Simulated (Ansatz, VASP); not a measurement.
## One calculation of ZnSnN2, two programs

The input POSCAR:

```
ZnSnN2
1.0
    1.5836871722      0.9143422152      5.1498174719
   -1.5836871722      0.9143422152      5.1498174719
    0.0000000000     -1.8286844304      5.1498174719
Zn Sn N
1 1 2
Direct
    1.0000000000      0.0000000000      0.0000000000
    0.5000000000      0.5000000000      0.5000000000
    0.2464698154      0.2464698154      0.2464698154
    0.7535301846      0.7535301846      0.7535301846
```

The input INCAR.step1:

```
PREC = Accurate
ENCUT = 520
ISMEAR = 0
SIGMA = 0.01
LREAL = False
LASPH = True
NELM = 100
NBANDS = 26
GGA = PE
ALGO = Normal
EDIFF = 1E-4
LWAVE = True
LCHARG = False
```

File INCAR.step2:

```
PREC = Accurate
ENCUT = 520
EDIFF = 1E-7
ISMEAR = 0
SIGMA = 0.01
LREAL = False
LASPH = True
NELM = 100
ALGO = Normal
ISIF = 2
LWAVE = False
LCHARG = False
METAGGA = R2SCAN
LMIXTAU = True
NBANDS = 26
ISTART = 1
```

The input KPOINTS:

```
Automatic mesh
0
Gamma
  10 10 10
```

Input for Ansatz:

```yaml
crystal:
  lattice:
    - [1.5836871722, 0.9143422152, 5.1498174719]
    - [-1.5836871722, 0.9143422152, 5.1498174719]
    - [0.0, -1.8286844304, 5.1498174719]
  atoms:
    - { symbol: Zn, position: [1.0, 0.0, 0.0] }
    - { symbol: Sn, position: [0.5, 0.5, 0.5] }
    - { symbol: "N", position: [0.2464698154, 0.2464698154, 0.2464698154] }
    - { symbol: "N", position: [0.7535301846, 0.7535301846, 0.7535301846] }
kpoints:
  mp_grid: { grid: [10, 10, 10] }
  band_path:
    path:
      - [0.0, 0.0, 0.0]
      - [0.5, 0.5, 0.5]
      - [0.8123176938, 0.1876823062, 0.5]
      - [0.5, -0.1876823062, 0.1876823062]
      - [0.5, 0.0, 0.0]
      - [0.3438411531, -0.3438411531, 0.0]
      - [0.6561588469, 0.0, 0.3438411531]
      - [0.5, 0.0, 0.5]
      - [-0.005208, 0.195312, -0.200521]
    npoints: 1
hamiltonian:
  xc: r2scan
scf:
  occupations: { method: fixed }
  n_extra_bands: 5
output:
  forces: true
  stress: true
  eigenvalues: true
```

Alike in both runs: task single point; functional r2SCAN; k mesh 10 × 10 × 10; no spin polarisation.

|  | VASP | Ansatz |
| --- | --- | --- |
| version | VASP 6.6.1 | Ansatz 0.2.0 |
| potentials or method | VASP PAW PBE potentials, release 64 (Zn, Sn_d, N) | plane waves, PAW |
| plane-wave cutoff (eV) | 520 | 500 |
| occupations | gaussian, width 0.01 eV | fixed |
| valence electrons in the cell | 36 | 36 |

Ansatz gave:

```
gap on the k mesh at the Fermi level (eV)                     : 1.19
pressure (GPa)                                                : 0.0
traceless stress, the component that is largest in VASP (GPa) : 0.01
rms of the force components (eV/Å)                            : 0.001
```

Q: Estimate VASP's values.

A: gap on the k mesh at the Fermi level (eV): 1.22; pressure (GPa): 0.9; traceless stress, the component that is largest in VASP (GPa): -0.06; rms of the force components (eV/Å): 0.005.

VASP's potentials were made for PBE, not for r2SCAN. Atom by atom the forces differ by 0.007 eV/Å (rms over components).
